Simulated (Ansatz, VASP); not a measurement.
**BN in VASP and in Ansatz**

File INCAR:

```
PREC = Accurate
ENCUT = 600
EDIFF = 1E-6
ISMEAR = 0
SIGMA = 0.02
LREAL = F
LASPH = T
NELM = 120
ALGO = Normal
ISIF = 2
LWAVE = F
LCHARG = F
GGA = PE
NBANDS = 11
GGA_COMPAT = F
```

File KPOINTS:

```
Automatic mesh
0
Gamma
  8 8 8
```

POSCAR

```
BN
1.0
    0.0000000000      1.8075000000      1.8075000000
    1.8075000000      0.0000000000      1.8075000000
    1.8075000000      1.8075000000      0.0000000000
B N
1 1
Direct
    0.0000000000      0.0000000000      0.0000000000
    0.2500000000      0.2500000000      0.2500000000
```

Input for Ansatz:

```yaml
crystal:
  lattice:
    - [0.0, 1.8075, 1.8075]
    - [1.8075, 0.0, 1.8075]
    - [1.8075, 1.8075, 0.0]
  atoms:
    - { symbol: B, position: [0.0, 0.0, 0.0] }
    - { symbol: "N", position: [0.25, 0.25, 0.25] }
basis:
  ecutwfc: 520
kpoints:
  mp_grid: { grid: [8, 8, 8] }
hamiltonian:
  xc: pbe
scf:
  occupations: { method: gaussian, width: 0.02 }
output:
  forces: true
  stress: true
  eigenvalues: true
```

Alike in both runs: task single point; functional PBE; k mesh 8 × 8 × 8; occupations gaussian, width 0.02 eV; no spin polarisation.

|  | VASP | Ansatz |
| --- | --- | --- |
| version | VASP 6.6.1 | Ansatz 0.2.0 |
| potentials or method | VASP PAW PBE potentials, release 64 (B, N), cutoff 600 eV | scalar-relativistic, plane waves, PAW |
| valence electrons in the cell | 8 | 8 |

```tsv
	VASP	Ansatz	Ansatz less VASP
gap on the k mesh at the Fermi level (eV)	4.46	4.47	+0.011
least direct gap on the mesh (eV)	8.82	8.83	+0.010
pressure (GPa)	3.0	3.1	+0.05
```

With one functional, cell and mesh, what is left measures potentials, basis and numerics.
